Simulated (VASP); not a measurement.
# Be2ZnTe2Se (P6/mmm) in VASP: a series of runs, part 2 of 2

VASP 6.6.1. Earlier steps stand in the parts before.

**3. Single point, PBE**

This run uses another cell than the first one, of 23.55 Å³/atom, 1.681 times its volume.

Contents of INCAR:

```
ALGO = Normal ; EDIFF = 1E-6
ENCUT = 520 ; GGA = PE
ISIF = 2 ; ISMEAR = 0
LASPH = T ; LCHARG = F
LREAL = F ; LWAVE = F
NBANDS = 26 ; NELM = 60
PREC = Accurate ; SIGMA = 0.1
```

Contents of KPOINTS:

```
k-points
0
Gamma
  6 6 4
```

Contents of POSCAR:

```
Be2ZnTe2Se
1.0
    3.8956737921      0.0000000000      0.0000000000
   -1.9478368960      3.3737524688      0.0000000000
    0.0000000000      0.0000000000     10.7519446216
Be Zn Te Se
2 1 2 1
Direct
    0.3333333333      0.6666666667      0.5000000000
    0.6666666667      0.3333333333      0.5000000000
    0.0000000000      0.0000000000      0.5000000000
    0.0000000000      0.0000000000      0.7564596478
    0.0000000000      0.0000000000      0.2435403522
    0.0000000000      0.0000000000      0.0000000000
```

Potentials or basis: VASP PAW PBE potentials, release 64 (Be, Zn, Te, Se).

Command:

```
cat potpaw_PBE.64/Be/POTCAR potpaw_PBE.64/Zn/POTCAR potpaw_PBE.64/Te/POTCAR potpaw_PBE.64/Se/POTCAR > POTCAR
mpirun -np 1 vasp_std > vasp.out
```

OUTCAR:

```text
EDIFF = 1E-6
   ENCUT = 520
   GGA = PE
   ISIF = 2
   ISMEAR = 0
   LASPH = T
   LREAL = F
   NELM = 60
   PREC = Accurate

 ion  position               nearest neighbor table
   1  0.333  0.667  0.500-   3 2.25   2 2.25   2 2.25   3 2.25   3 2.25   2 2.25
   2  0.667  0.333  0.500-   3 2.25   1 2.25   1 2.25   3 2.25   3 2.25   1 2.25
   3  0.000  0.000  0.500-   1 2.25   2 2.25   1 2.25   2 2.25   2 2.25   1 2.25   4 2.76   5 2.76

   4  0.000  0.000  0.756-   6 2.62   3 2.76
   5  0.000  0.000  0.244-   6 2.62   3 2.76
   6  0.000  0.000  0.000-   4 2.62   5 2.62

  LATTYP: Found a hexagonal cell.
 ALAT       =     3.8956737921
 C/A-ratio  =     2.7599704686

  Lattice vectors:

 A1 = (   3.8956737921,   0.0000000000,   0.0000000000)
 A2 = (  -1.9478368960,   3.3737524688,   0.0000000000)
 A3 = (   0.0000000000,   0.0000000000,  10.7519446216)

Analysis of symmetry for initial positions (statically):
=====================================================================
 Subroutine PRICEL returns:
 Original cell was already a primitive cell.

 Routine SETGRP: Setting up the symmetry group for a
 hexagonal supercell.

 Subroutine GETGRP returns: Found 24 space group operations
 (whereof 24 operations were pure point group operations)
 out of a pool of 24 trial point group operations.

The static configuration has the point symmetry D_6h.

Analysis of symmetry for dynamics (positions and initial velocities):
=====================================================================
 Subroutine PRICEL returns:
 Original cell was already a primitive cell.

 Routine SETGRP: Setting up the symmetry group for a
 hexagonal supercell.

 Subroutine GETGRP returns: Found 24 space group operations
 (whereof 24 operations were pure point group operations)
 out of a pool of 24 trial point group operations.

The dynamic configuration has the point symmetry D_6h.

 Subroutine INISYM returns: Found 24 space group operations
 (whereof 24 operations are pure point group operations),
 and found     1 'primitive' translations

----------------------------------------------------------------------------------------

                                     Primitive cell

  volume of cell :     141.3132

  direct lattice vectors                    reciprocal lattice vectors
     3.895673792  0.000000000  0.000000000     0.256695004  0.148202930  0.000000000
    -1.947836896  3.373752469  0.000000000     0.000000000  0.296405859  0.000000000
     0.000000000  0.000000000 10.751944622     0.000000000  0.000000000  0.093006431

  length of vectors
     3.895673792  3.895673792 10.751944622     0.296405859  0.296405859  0.093006431

  position of ions in fractional coordinates (direct lattice)
     0.333333333  0.666666667  0.500000000
     0.666666667  0.333333333  0.500000000
     0.000000000  0.000000000  0.500000000
     0.000000000  0.000000000  0.756459648
     0.000000000  0.000000000  0.243540352
     0.000000000  0.000000000  0.000000000

  ion indices of the primitive-cell ions
   primitive index   ion index
                 1           1
                 2           2
                 3           3
[... 27 lines left out ...]

 Found     21 irreducible k-points:

 Following reciprocal coordinates:
            Coordinates               Weight
  0.000000  0.000000  0.000000      1.000000
  0.166667  0.000000  0.000000      6.000000
  0.333333  0.000000  0.000000      6.000000
  0.500000  0.000000  0.000000      3.000000
  0.166667  0.166667  0.000000      6.000000
  0.333333  0.166667  0.000000     12.000000
[... 13 lines left out ...]
  0.333333  0.166667  0.500000     12.000000
  0.333333  0.333333  0.500000      2.000000
   k-points           NKPTS =     21   k-points in BZ     NKDIM =     21   number of bands    NBANDS=     26
   number of dos      NEDOS =    301   number of ions     NIONS =      6
   total plane-waves  NPLWV =  72000
   dimension x,y,z NGX =    30 NGY =   30 NGZ =   80
   dimension x,y,z NGXF=    60 NGYF=   60 NGZF=  160
   ions per type =               2   1   2   1
   NGX,Y,Z   is equivalent  to a cutoff of  12.80, 12.80, 12.37 a.u.
   NGXF,Y,Z  is equivalent  to a cutoff of  25.60, 25.60, 24.74 a.u.
 SYSTEM =  unknown system
   PREC   = accura    normal or accurate (medium, high low for compatibility)
   ISTART =      0    job   : 0-new  1-cont  2-samecut
   ICHARG =      2    charge: 1-file 2-atom 10-const
   ISPIN  =      1    spin polarized calculation?
   LNONCOLLINEAR =      F non collinear calculations
   LSORBIT =      F    spin-orbit coupling
   LASPH  =      T    aspherical Exc in radial PAW
   ENCUT  =  520.0 eV  38.22 Ry    6.18 a.u.   7.24  7.24 19.99*2*pi/ulx,y,z
   NELM   =     60;   NELMIN=  2; NELMDL= -5     # of ELM steps
   EDIFF  = 0.1E-05   stopping-criterion for ELM
   LREAL  =      F    real-space projection
   EDIFFG = 0.1E-04   stopping-criterion for IOM
   NSW    =      0    number of steps for IOM
   IBRION =     -1    ionic relax: 0-MD 1-quasi-New 2-CG
   NFREE  =      0    steps in history (QN), initial steepest desc. (CG)
   ISIF   =      2    stress and relaxation
   ISYM   =      2    0-nonsym 1-usesym 2-fastsym
   POTIM  = 0.5000    time-step for ionic-motion
   TEBEG  =    0.0;   TEEND  =   0.0 temperature during run
   PSTRESS=    0.0 pullay stress
   NELECT =      34.0000    total number of electrons
   NUPDOWN=      -1.0000    fix difference up-down
   EMIN   =  10.00;   EMAX   =-10.00  energy-range for DOS
   EFERMI =   0.00;   METHOD = LEGACY
   ISMEAR =     0;   SIGMA  =   0.10  broadening in eV -4-tet -1-fermi 0-gaus
   EFERMI_NEDOS =   21; number of points for ismear=-14 and -15
   IALGO  =     38    algorithm
   IMIX   =      4    mixing-type and parameters
     AMIX     =   0.40;   BMIX     =  1.00
     AMIX_MAG =   1.60;   BMIX_MAG =  1.00
  volume/ion in A,a.u.               =      23.55       158.94
  Fermi-wavevector in a.u.,A,eV,Ry     =   1.018217  1.924150 14.106046  1.036765
  Thomas-Fermi vector in A             =   2.151662
   LORBIT       =      0    0 simple, 1 ext, 2 COOP (PROOUT), +10 PAW based schemes
   GGA     = PE    functional components
   LHFCALC =     F    Hartree Fock is set to
   AEXX    =    0.0000 exact exchange contribution
   IVDW    =     0    specifies the selected vdW correction
   LEPSILON=     F    determine dielectric tensor
   LRPA    =     F    only Hartree local field effects (RPA)
 non-spin polarized calculation
 Gauss-broadening in eV      SIGMA  =   0.10
  energy-cutoff  :      520.00
  volume of cell :      141.31
 maximum number of plane-waves:      3820
 NGX is ok and might be reduce to    30
   NGX = 15   NGY = 15   NGZ = 39

 number of electron      34.0000006 magnetization

 Free energy of the ion-electron system (eV)
  ---------------------------------------------------
  ext. energy  EPLUGINS =         0.00000000
  ---------------------------------------------------
  free energy    TOTEN  =       -15.86998483 eV

  energy without entropy =      -15.84635659  energy(sigma->0) =      -15.85817071

 E-fermi :   3.5039     XC(G=0):  -9.0817

 val. band max:        3.5038513369   @ k =   0.5000   0.0000   0.2500
 cond. band min:       3.5344976241   @ k =   0.3333   0.1667   0.5000
 fundamental gap:      0.0306462872
 Fermi energy:         3.5039365863

 k-point     1 :       0.0000    0.0000    0.0000
  band No.  band energies     occupation
      1      -9.8907      2.00000
      2      -8.0863      2.00000
      3      -7.2535      2.00000
      4      -4.6352      2.00000
      5      -4.2388      2.00000
      6      -4.2388      2.00000
[... 598 lines left out ...]
     25      10.6799      0.00000
     26      11.5979      0.00000

------------------------ aborting loop because EDIFF is reached ----------------------------------------

  FORCE on cell =-STRESS in cart. coord.  units (eV):
  Direction    XX          YY          ZZ          XY          YZ          ZX
  --------------------------------------------------------------------------------------
  -------------------------------------------------------------------------------------
  Total       -0.0172678     -0.0172678      0.2898811     -0.0000000      0.0000000      0.0000000
  in kB       -0.1957785     -0.1957785      3.2866062     -0.0000000      0.0000000      0.0000000
  external PRESSURE =       0.9650164 kB  Pullay stress =       0.0000000 kB

 VOLUME and BASIS-vectors are now :
 -----------------------------------------------------------------------------
  energy-cutoff  :      520.00
  volume of cell :      141.31
      direct lattice vectors                 reciprocal lattice vectors
     3.895673792  0.000000000  0.000000000     0.256695004  0.148202930  0.000000000
    -1.947836896  3.373752469  0.000000000     0.000000000  0.296405859  0.000000000
     0.000000000  0.000000000 10.751944622     0.000000000  0.000000000  0.093006431

 POSITION                                       TOTAL-FORCE (eV/Angst)
 -----------------------------------------------------------------------------------
     -0.00000      2.24917      5.37597         0.000000     -0.000000     -0.000000
      1.94784      1.12458      5.37597        -0.000000      0.000000     -0.000000
      0.00000      0.00000      5.37597        -0.000000     -0.000000     -0.000000
      0.00000      0.00000      8.13341         0.000000     -0.000000      0.008816
      0.00000      0.00000      2.61853        -0.000000      0.000000     -0.008816
      0.00000      0.00000      0.00000        -0.000000     -0.000000     -0.000000
 -----------------------------------------------------------------------------------
    total drift:                                0.000000      0.000000     -0.000000

  FREE ENERGIE OF THE ION-ELECTRON SYSTEM (eV)
  ---------------------------------------------------
  free  energy   TOTEN  =       -15.8699848345 eV

  energy  without entropy=      -15.8463565889  energy(sigma->0) =      -15.85817071
```

OSZICAR:

```text
N       E                     dE             d eps       ncg     rms          rms(c)
DAV:   1     0.169518265404E+03    0.16952E+03   -0.13714E+04  1092   0.119E+03
DAV:   2    -0.261119209470E+01   -0.17213E+03   -0.16374E+03  1246   0.248E+02
DAV:   3    -0.171382393132E+02   -0.14527E+02   -0.14112E+02  1362   0.736E+01
DAV:   4    -0.174701805110E+02   -0.33194E+00   -0.33042E+00  1304   0.112E+01
DAV:   5    -0.174763967094E+02   -0.62162E-02   -0.62157E-02  1468   0.143E+00    0.105E+01
DAV:   6    -0.159254230933E+02    0.15510E+01   -0.40415E+00  1342   0.322E+01    0.565E+00
DAV:   7    -0.159149656045E+02    0.10457E-01   -0.10209E+00  1434   0.922E+00    0.383E+00
DAV:   8    -0.158685140634E+02    0.46452E-01   -0.15420E-01  1274   0.253E+00    0.227E+00
DAV:   9    -0.158711822615E+02   -0.26682E-02   -0.25424E-02  1300   0.849E-01    0.371E-01
DAV:  10    -0.158699894562E+02    0.11928E-02   -0.27144E-03  1302   0.433E-01    0.173E-01
DAV:  11    -0.158699713758E+02    0.18080E-04   -0.52998E-04  1292   0.155E-01    0.111E-01
DAV:  12    -0.158699894684E+02   -0.18093E-04   -0.81037E-05  1200   0.539E-02    0.160E-02
DAV:  13    -0.158699852444E+02    0.42240E-05   -0.18061E-05  1418   0.361E-02    0.716E-03
DAV:  14    -0.158699848345E+02    0.40986E-06   -0.20911E-06   984   0.143E-02
   1 F= -.15869985E+02 E0= -.15858171E+02  d E =-.236282E-01
```

stdout:

```text
POSCAR found type information on POSCAR BeZnTeSe
 POSCAR found :  4 types and       6 ions
 scaLAPACK will be used
 LDA part: xc-table for (Slater+PW92), standard interpolation
 POSCAR, INCAR and KPOINTS ok, starting setup
 FFT: planning ... GRIDC
 FFT: planning ... GRID_SOFT
 FFT: planning ... GRID
 WAVECAR not read
 entering main loop
```

Wall time 54 s (1 thread of Intel Xeon 6975P-C (Granite Rapids), shared host); peak memory 0.3 GiB.

What came out:

| Item | Value |
| --- | --- |
| Free energy | -15.8700 eV |
| Pressure | 0.1 GPa |
| Largest force | 0.009 eV/Å |
| Band gap on the k mesh | zero (band 17 reaches 5.11 eV, above the bottom of band 18 at 2.44 eV) |

Forces on the atoms (eV/Å):
```
Be   0.000  0.000  0.000
Be   0.000  0.000  0.000
Zn   0.000  0.000  0.000
Te   0.000  0.000  0.009
Te   0.000  0.000 -0.009
Se   0.000  0.000  0.000
```

Stress tensor (GPa, compression positive):
```
-0.02  0.00  0.00
 0.00 -0.02  0.00
 0.00  0.00  0.33
```

Levels at points of the mesh, in eV from the Fermi level:
| k point | band 14 | band 15 | band 16 | band 17 | band 18 | band 19 | band 20 | band 21 |
| --- | --- | --- | --- | --- | --- | --- | --- | --- |
| (0.00, 0.00, 0.00) | 0.05 | 0.77 | 0.77 | 1.19 | 1.19 | 2.24 | 2.24 | 3.21 |
| (0.50, 0.00, 0.00) | -1.87 | -1.18 | -0.99 | -0.25 | 0.70 | 1.12 | 1.73 | 2.03 |
| (0.00, 0.00, 0.50) | 0.46 | 0.46 | 1.61 | 1.61 | 2.24 | 2.24 | 2.61 | 3.01 |
| (0.50, 0.00, 0.50) | -1.80 | -1.75 | -1.57 | -1.32 | 0.29 | 0.76 | 2.55 | 2.92 |

Caveat: spin-orbit coupling is left out, which moves the levels of the heavy elements.

**4. Single point, PBE**

This run uses another cell than the first one, of 23.48 Å³/atom, 1.676 times its volume.

Contents of INCAR:

```
SYSTEM = Be2ZnTe2Se
  ALGO = Normal
  EDIFF = 1E-6
  ENCUT = 520
  GGA = PE
  ISIF = 2
  ISMEAR = 0
  LASPH = .TRUE.
  LCHARG = .FALSE.
  LREAL = .FALSE.
  LWAVE = .FALSE.
  NBANDS = 26
  NELM = 60
  PREC = Accurate
  SIGMA = 0.1
```

Contents of KPOINTS:

```
k-points
0
G
  12 12 4
  0 0 0
```

Contents of POSCAR:

```
Be2ZnTe2Se
1.0
    3.8761412166      0.0000000000      0.0000000000
   -1.9380706083      3.3568367623      0.0000000000
    0.0000000000      0.0000000000     10.8287008250
Be Zn Te Se
2 1 2 1
Direct
    0.3333333333      0.6666666667      0.5000000000
    0.6666666667      0.3333333333      0.5000000000
    0.0000000000      0.0000000000      0.5000000000
    0.0000000000      0.0000000000      0.7575698486
    0.0000000000      0.0000000000      0.2424301514
    0.0000000000      0.0000000000      0.0000000000
```

Command:

```
cat potpaw_PBE.64/Be/POTCAR potpaw_PBE.64/Zn/POTCAR potpaw_PBE.64/Te/POTCAR potpaw_PBE.64/Se/POTCAR > POTCAR
mpirun -np 1 vasp_std > vasp.out
```

Run time: 3.1 min. Hardware: 1 thread of Intel Xeon 6975P-C (Granite Rapids), shared host; peak memory 0.41 GiB.

The run converged. Its results:

```yaml
Free_energy: -15.8756 eV
Pressure: 0.1 GPa
Band_gap_on_the_k_mesh: zero (band 17 reaches 5.18 eV, above the bottom of band 18 at 2.38 eV)
```

Stress tensor (GPa, compression positive):
```
 0.08  0.00  0.00
 0.00  0.08  0.00
 0.00  0.00 -0.01
```

Levels at points of the mesh, in eV from the Fermi level:
| k point | band 14 | band 15 | band 16 | band 17 | band 18 | band 19 | band 20 | band 21 |
| --- | --- | --- | --- | --- | --- | --- | --- | --- |
| (0.00, 0.00, 0.00) | -0.06 | 0.82 | 0.82 | 1.27 | 1.27 | 2.30 | 2.30 | 3.22 |
| (0.50, 0.00, 0.00) | -1.82 | -1.24 | -0.96 | -0.23 | 0.64 | 1.11 | 1.69 | 1.99 |
| (0.00, 0.00, 0.50) | 0.54 | 0.54 | 1.65 | 1.65 | 2.30 | 2.30 | 2.51 | 3.04 |
| (0.50, 0.00, 0.50) | -1.82 | -1.71 | -1.56 | -1.28 | 0.27 | 0.78 | 2.49 | 3.00 |

Caveat: spin-orbit coupling is left out, which moves the levels of the heavy elements.

**5. Summary**

```csv
cell,k mesh,gap on the mesh (eV),pressure (GPa),largest force (eV/Å)
"a = 4.252, b = 4.252, c = 5.371 Å, angles 90.0, 90.0, 120.0°, 6 atoms",6 × 6 × 4,none,331.4,26.80
"a = 3.896, b = 3.896, c = 10.752 Å, angles 90.0, 90.0, 120.0°, 6 atoms",6 × 6 × 4,none,0.1,0.01
"a = 3.876, b = 3.876, c = 10.829 Å, angles 90.0, 90.0, 120.0°, 6 atoms",12 × 12 × 4,none,0.1,-
```

Alike in all rows: task single point; level PBE; potentials or basis VASP PAW PBE potentials, release 64 (Be, Zn, Te, Se); no spin polarisation; cutoff (eV) 520; smearing gaussian 0.1 eV.

Caveats: spin-orbit coupling is left out, which moves the levels of the heavy elements; forces of over 1 eV/Å act on the atoms, so gaps and moduli don't describe the material at rest (some runs).

Absolute energies hang on the potentials; compare differences alone.
